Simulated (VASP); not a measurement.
A run of VASP 6.6.1 is set up as follows.

Contents of INCAR:

```
SYSTEM = B
ALGO = Normal ; EDIFF = 1E-7
EDIFFG = -0.005 ; ENCUT = 600
GGA = PE ; IBRION = 2
ISIF = 3 ; ISMEAR = -1
LASPH = .True. ; LCHARG = .False.
LREAL = .False. ; LWAVE = .False.
NELM = 60 ; NSW = 60
PREC = Accurate ; SIGMA = 0.05
```

KPOINTS

```
k-points
0
Gamma
  18 18 18
  0 0 0
```

The input POSCAR:

```
B
1.0
    0.0000000000      2.0103628793      2.0103628793
    2.0103628793      0.0000000000      2.0103628793
    2.0103628793      2.0103628793      0.0000000000
B
2
Direct
   -0.1250000000     -0.1250000000     -0.1250000000
    0.1250000000      0.1250000000      0.1250000000
```

Potentials or basis: VASP PAW PBE potentials, release 64 (B).

The run is started by

```bash
$ cat potpaw_PBE.64/B/POTCAR > POTCAR
$ mpirun -np 1 vasp_std > vasp.out
```

Q: What does it give for the relaxed volume?

A: 8.31 Å³/atom.

Q: What does it give for the space group after relaxing (to 0.05 Å)?

A: Fd-3m (No. 227).

Q: What does it give for the relaxed cell?

A: a = 2.864 Å, b = 2.864 Å, c = 2.864 Å, α = 60.00°, β = 60.00°, γ = 60.00°.

Final structure:
```
CELL_PARAMETERS angstrom
0.00000 2.02547 2.02547
2.02547 0.00000 2.02547
2.02547 2.02547 0.00000
ATOMIC_POSITIONS crystal
B 0.87500 0.87500 0.87500
B 0.12500 0.12500 0.12500
```
